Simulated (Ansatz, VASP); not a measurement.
**ZnS in VASP and in Ansatz**

```
Zn S
1.0
     3.86115    0.00000    0.00000
    -1.93057    3.34385    0.00000
     0.00000    0.00000    6.31604
Zn S
2 2
Direct
  0.33333 0.66667 0.00000
  0.66667 0.33333 0.50000
  0.33333 0.66667 0.38500
  0.66667 0.33333 0.88500
```

Change from the starting cell: volume scaled by 1.04, crystal datasets.

Alike in both runs: task electric field gradients; functional PBE; k mesh 8 × 8 × 5; occupations fermi-dirac, width 0.03 eV; no spin polarisation.

```csv
,VASP,Ansatz
version,VASP 6.6.1,Ansatz 0.2.0
potentials or method,"VASP PAW PBE potentials, release 64 (Zn, S), cutoff 520 eV","all-electron PAW with datasets made for the crystal, scalar-relativistic"
```

```tsv
	VASP	Ansatz	Ansatz less VASP
gap on the k mesh at the Fermi level (eV)	2.07	2.07	-0.001
pressure (GPa)	-0.4	-0.5	-0.13
traceless stress, the component that is largest in VASP (GPa)	-1.00	-0.98	+0.018
rms of the force components (eV/Å)	0.160	0.158	-0.0019
size of Vzz on the site where it differs most (V/Å²)	18.4	17.7	-0.76
```

Atom by atom the forces differ by 0.002 eV/Å (rms over components). Ansatz ran all-electron here, and VASP with PAW potentials.
